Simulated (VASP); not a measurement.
# Cd (P6_3/mmc) in VASP: notebook

Cd is run at these levels: PBE; tasks: single point.

All numbers are computed with VASP 6.6.1; they aren't measurements. Logs are shortened: lines on timing, memory, paths and dates and some standing lists are left out, and cuts for length are marked.

## 1. The cell of the first run

The structure is hexagonal, space group P6_3/mmc (No. 194). Conventional cell: a = 2.890 Å, b = 2.890 Å, c = 5.618 Å, α = 90.00°, β = 90.00°, γ = 120.00°. Within 3.8 Å of Cd (site symmetry -6m2) lie 12 Cd at 2.89 to 3.27 Å.

## 2. Single point, PBE (equal xx and yy strain of -3 %)

INCAR

```
PREC = Accurate
ENCUT = 520
EDIFF = 1E-6
ISMEAR = -1
SIGMA = 0.05
LREAL = False
LASPH = True
NELM = 80
ALGO = Normal
ISIF = 2
LWAVE = False
LCHARG = False
GGA = PE
NBANDS = 19
```

KPOINTS

```
regular mesh
0
Gamma
  14 14 7
```

POSCAR

```
Cd
1.0
    2.8895063329      0.0000000000      0.0000000000
   -1.4447531664      2.5023858886      0.0000000000
    0.0000000000      0.0000000000      5.6176500000
Cd
2
Direct
    0.3333333333      0.6666666667      0.2500000000
    0.6666666667      0.3333333333      0.7500000000
```

Potentials or basis: VASP PAW PBE potentials, release 64 (Cd).

Launch:

```bash
$ cat potpaw_PBE.64/Cd/POTCAR > POTCAR
$ mpirun -np 1 vasp_std > vasp.out
```

OUTCAR:

```text
PREC = Accurate
   ENCUT = 520
   EDIFF = 1E-6
   ISMEAR = -1
   LREAL = False
   LASPH = True
   NELM = 80
   ISIF = 2
   GGA = PE

 ion  position               nearest neighbor table
   1  0.333  0.667  0.250-   2 3.27   2 3.27   2 3.27   2 3.27   2 3.27   2 3.27
   2  0.667  0.333  0.750-   1 3.27   1 3.27   1 3.27   1 3.27   1 3.27   1 3.27

  LATTYP: Found a hexagonal cell.
 ALAT       =     2.8895063329
 C/A-ratio  =     1.9441556283

  Lattice vectors:

 A1 = (   2.8895063329,   0.0000000000,   0.0000000000)
 A2 = (  -1.4447531664,   2.5023858886,   0.0000000000)
 A3 = (   0.0000000000,   0.0000000000,   5.6176500000)

Analysis of symmetry for initial positions (statically):
=====================================================================
 Subroutine PRICEL returns:
 Original cell was already a primitive cell.

 Routine SETGRP: Setting up the symmetry group for a
 hexagonal supercell.

 Subroutine GETGRP returns: Found 24 space group operations
 (whereof 12 operations were pure point group operations)
 out of a pool of 24 trial point group operations.

The static configuration has the point symmetry D_3d.
 The point group associated with its full space group is D_6h.

Analysis of symmetry for dynamics (positions and initial velocities):
=====================================================================
 Subroutine PRICEL returns:
 Original cell was already a primitive cell.

 Routine SETGRP: Setting up the symmetry group for a
 hexagonal supercell.

 Subroutine GETGRP returns: Found 24 space group operations
 (whereof 12 operations were pure point group operations)
 out of a pool of 24 trial point group operations.

The dynamic configuration has the point symmetry D_3d.
 The point group associated with its full space group is D_6h.

 Subroutine INISYM returns: Found 24 space group operations
 (whereof 12 operations are pure point group operations),
 and found     1 'primitive' translations

----------------------------------------------------------------------------------------

                                     Primitive cell

  volume of cell :      40.6193

  direct lattice vectors                    reciprocal lattice vectors
     2.889506333  0.000000000  0.000000000     0.346079878  0.199809311  0.000000000
    -1.444753166  2.502385889  0.000000000     0.000000000  0.399618622  0.000000000
     0.000000000  0.000000000  5.617650000     0.000000000  0.000000000  0.178010378

  length of vectors
     2.889506333  2.889506333  5.617650000     0.399618622  0.399618622  0.178010378

  position of ions in fractional coordinates (direct lattice)
     0.333333333  0.666666667  0.250000000
     0.666666667  0.333333333  0.750000000

  ion indices of the primitive-cell ions
   primitive index   ion index
                 1           1
                 2           2

----------------------------------------------------------------------------------------

 KPOINTS: regular mesh

Automatic generation of k-mesh.
 Grid dimensions read from file:
 generate k-points for:   14   14    7

 Generating k-lattice:

  Cartesian coordinates                     Fractional coordinates (reciprocal lattice)
     0.024719991  0.014272094  0.000000000     0.071428571  0.000000000  0.000000000
     0.000000000  0.028544187  0.000000000     0.000000000  0.071428571  0.000000000
     0.000000000  0.000000000  0.025430054     0.000000000  0.000000000  0.142857143

  Length of vectors
     0.028544187  0.028544187  0.025430054

  Shift w.r.t. Gamma in fractional coordinates (k-lattice)
     0.000000000  0.000000000  0.000000000

 Subroutine IBZKPT returns following result:
 ===========================================

 Found     96 irreducible k-points:

 Following reciprocal coordinates:
            Coordinates               Weight
  0.000000  0.000000  0.000000      1.000000
  0.071429  0.000000  0.000000      6.000000
  0.142857  0.000000  0.000000      6.000000
  0.214286  0.000000  0.000000      6.000000
  0.285714  0.000000  0.000000      6.000000
  0.357143  0.000000  0.000000      6.000000
[... 16 lines left out ...]
  0.285714  0.285714  0.000000      6.000000
  0.357143  0.285714  0.000000      6.000000
 [... further k-points ...]
   k-points           NKPTS =     96   k-points in BZ     NKDIM =     96   number of bands    NBANDS=     19
   number of dos      NEDOS =    301   number of ions     NIONS =      2
   total plane-waves  NPLWV =  24192
   dimension x,y,z NGX =    24 NGY =   24 NGZ =   42
   dimension x,y,z NGXF=    48 NGYF=   48 NGZF=   84
   ions per type =               2
   NGX,Y,Z   is equivalent  to a cutoff of  13.81, 13.81, 12.43 a.u.
   NGXF,Y,Z  is equivalent  to a cutoff of  27.62, 27.62, 24.86 a.u.
 SYSTEM =  unknown system
   PREC   = accura    normal or accurate (medium, high low for compatibility)
   ISTART =      0    job   : 0-new  1-cont  2-samecut
   ICHARG =      2    charge: 1-file 2-atom 10-const
   ISPIN  =      1    spin polarized calculation?
   LNONCOLLINEAR =      F non collinear calculations
   LSORBIT =      F    spin-orbit coupling
   LASPH  =      T    aspherical Exc in radial PAW
   ENCUT  =  520.0 eV  38.22 Ry    6.18 a.u.   5.37  5.37 10.45*2*pi/ulx,y,z
   NELM   =     80;   NELMIN=  2; NELMDL= -5     # of ELM steps
   EDIFF  = 0.1E-05   stopping-criterion for ELM
   LREAL  =      F    real-space projection
   EDIFFG = 0.1E-04   stopping-criterion for IOM
   NSW    =      0    number of steps for IOM
   IBRION =     -1    ionic relax: 0-MD 1-quasi-New 2-CG
   NFREE  =      0    steps in history (QN), initial steepest desc. (CG)
   ISIF   =      2    stress and relaxation
   ISYM   =      2    0-nonsym 1-usesym 2-fastsym
   POTIM  = 0.5000    time-step for ionic-motion
   TEBEG  =    0.0;   TEEND  =   0.0 temperature during run
   PSTRESS=    0.0 pullay stress
   NELECT =      24.0000    total number of electrons
   NUPDOWN=      -1.0000    fix difference up-down
   EMIN   =  10.00;   EMAX   =-10.00  energy-range for DOS
   EFERMI =   0.00;   METHOD = LEGACY
   ISMEAR =    -1;   SIGMA  =   0.05  broadening in eV -4-tet -1-fermi 0-gaus
   EFERMI_NEDOS =   21; number of points for ismear=-14 and -15
   IALGO  =     38    algorithm
   IMIX   =      4    mixing-type and parameters
     AMIX     =   0.40;   BMIX     =  1.00
     AMIX_MAG =   1.60;   BMIX_MAG =  1.00
  volume/ion in A,a.u.               =      20.31       137.06
  Fermi-wavevector in a.u.,A,eV,Ry     =   1.373729  2.595971 25.675978  1.887131
  Thomas-Fermi vector in A             =   2.499220
   LORBIT       =      0    0 simple, 1 ext, 2 COOP (PROOUT), +10 PAW based schemes
   GGA     = PE    functional components
   LHFCALC =     F    Hartree Fock is set to
   AEXX    =    0.0000 exact exchange contribution
   IVDW    =     0    specifies the selected vdW correction
   LEPSILON=     F    determine dielectric tensor
   LRPA    =     F    only Hartree local field effects (RPA)
 non-spin polarized calculation
  energy-cutoff  :      520.00
  volume of cell :       40.62
 maximum number of plane-waves:      1143
 NGX is ok and might be reduce to    24
   NGX = 11   NGY = 11   NGZ = 21

 number of electron      24.0000000 magnetization

 Free energy of the ion-electron system (eV)
  ---------------------------------------------------
  ext. energy  EPLUGINS =         0.00000000
  ---------------------------------------------------
  free energy    TOTEN  =        -1.34992713 eV

  energy without entropy =       -1.34291274  energy(sigma->0) =       -1.34641993

 E-fermi :   3.4950     XC(G=0): -11.3509

 val. band max:        3.4690394771   @ k =   0.3571   0.2143   0.0000
 cond. band min:       3.4952799198   @ k =   0.2857   0.2143   0.1429
 fundamental gap:      0.0262404428
 Fermi energy:         3.4949761686

 k-point     1 :       0.0000    0.0000    0.0000
  band No.  band energies     occupation
      1      -6.8015      2.00000
      2      -6.5566      2.00000
      3      -6.0276      2.00000
      4      -6.0276      2.00000
      5      -5.9772      2.00000
      6      -5.9772      2.00000
[... 11 lines left out ...]
     18      19.5554      0.00000
     19      19.7220      0.00000

 k-point     2 :       0.0714    0.0000    0.0000
  band No.  band energies     occupation
      1      -6.7366      2.00000
      2      -6.4825      2.00000
      3      -6.0542      2.00000
      4      -6.0018      2.00000
      5      -5.9717      2.00000
      6      -5.9228      2.00000
[... 11 lines left out ...]
     18      18.4504      0.00000
     19      20.2612      0.00000

 k-point     3 :       0.1429    0.0000    0.0000
  band No.  band energies     occupation
      1      -6.5935      2.00000
      2      -6.3499      2.00000
      3      -6.1222      2.00000
      4      -6.0171      2.00000
      5      -5.8121      2.00000
      6      -5.7680      2.00000
[... 11 lines left out ...]
     18      18.1601      0.00000
     19      18.8871      0.00000

 k-point     4 :       0.2143    0.0000    0.0000
  band No.  band energies     occupation
      1      -6.5688      2.00000
      2      -6.3390      2.00000
      3      -6.0978      2.00000
      4      -5.8824      2.00000
      5      -5.8412      2.00000
      6      -5.5743      2.00000
[... 11 lines left out ...]
     18      16.6217      0.00000
     19      17.7625      0.00000

 k-point     5 :       0.2857    0.0000    0.0000
  band No.  band energies     occupation
      1      -6.6856      2.00000
      2      -6.4817      2.00000
      3      -6.1107      2.00000
      4      -5.9116      2.00000
      5      -5.7375      2.00000
      6      -5.6418      2.00000
[... 11 lines left out ...]
     18      16.7025      0.00000
     19      17.4557      0.00000
[... 334 lines left out ...]
      2      -6.3348      2.00000
      3      -6.2449      2.00000
      4      -5.9788      2.00000
      5      -5.7928      2.00000
      6      -5.7472      2.00000
[... 11 lines left out ...]
     18      12.2116      0.00000
     19      13.3007      0.00000

 k-point    22 :       0.3571    0.2143    0.0000
  band No.  band energies     occupation
      1      -6.4404      2.00000
      2      -6.3797      2.00000
      3      -6.2379      2.00000
      4      -5.9547      2.00000
      5      -5.8507      2.00000
      6      -5.6611      2.00000
[... 11 lines left out ...]
     18      11.8835      0.00000
     19      13.0660      0.00000

 k-point    23 :       0.2857    0.2857    0.0000
  band No.  band energies     occupation
      1      -6.3370      2.00000
      2      -6.1951      2.00000
      3      -6.1303      2.00000
      4      -5.9828      2.00000
      5      -5.8488      2.00000
      6      -5.7251      2.00000
[... 11 lines left out ...]
     18      10.5309      0.00000
     19      11.9708      0.00000

 k-point    24 :       0.3571    0.2857    0.0000
  band No.  band energies     occupation
      1      -6.3325      2.00000
      2      -6.1445      2.00000
      3      -6.0037      2.00000
      4      -5.9407      2.00000
      5      -5.9313      2.00000
      6      -5.7714      2.00000
[... 11 lines left out ...]
     18       9.7527      0.00000
     19      11.6373      0.00000

 [... further k-points ...]

------------------------ aborting loop because EDIFF is reached ----------------------------------------

  FORCE on cell =-STRESS in cart. coord.  units (eV):
  Direction    XX          YY          ZZ          XY          YZ          ZX
  --------------------------------------------------------------------------------------
  -------------------------------------------------------------------------------------
  Total        2.6438446      2.6438446      1.3201132      0.0000000     -0.0000000      0.0000000
  in kB      104.2830894    104.2830894     52.0701866      0.0000000     -0.0000000      0.0000000
  external PRESSURE =      86.8787885 kB  Pullay stress =       0.0000000 kB

 VOLUME and BASIS-vectors are now :
 -----------------------------------------------------------------------------
  energy-cutoff  :      520.00
  volume of cell :       40.62
      direct lattice vectors                 reciprocal lattice vectors
     2.889506333  0.000000000  0.000000000     0.346079878  0.199809311  0.000000000
    -1.444753166  2.502385889  0.000000000     0.000000000  0.399618622  0.000000000
     0.000000000  0.000000000  5.617650000     0.000000000  0.000000000  0.178010378

 POSITION                                       TOTAL-FORCE (eV/Angst)
 -----------------------------------------------------------------------------------
     -0.00000      1.66826      1.40441         0.000000     -0.000000      0.000000
      1.44475      0.83413      4.21324        -0.000000      0.000000      0.000000
 -----------------------------------------------------------------------------------
    total drift:                               -0.000000      0.000000     -0.000000

  FREE ENERGIE OF THE ION-ELECTRON SYSTEM (eV)
  ---------------------------------------------------
  free  energy   TOTEN  =        -1.3499271258 eV

  energy  without entropy=       -1.3429127351  energy(sigma->0) =       -1.34641993
```

Wall time 43 s (1 thread of Intel Xeon Platinum 8488C (Sapphire Rapids), shared host); peak memory 0.19 GiB.

Results:

* Free energy: -1.3499 eV
* Pressure: 8.7 GPa
* Band gap on the k mesh: zero (band 12 reaches 5.03 eV, above the bottom of band 13 at 0.12 eV)

Caveat: the cell differs from its parent crystal (equal xx and yy strain of -3 %).

[end of part 1 of 2]
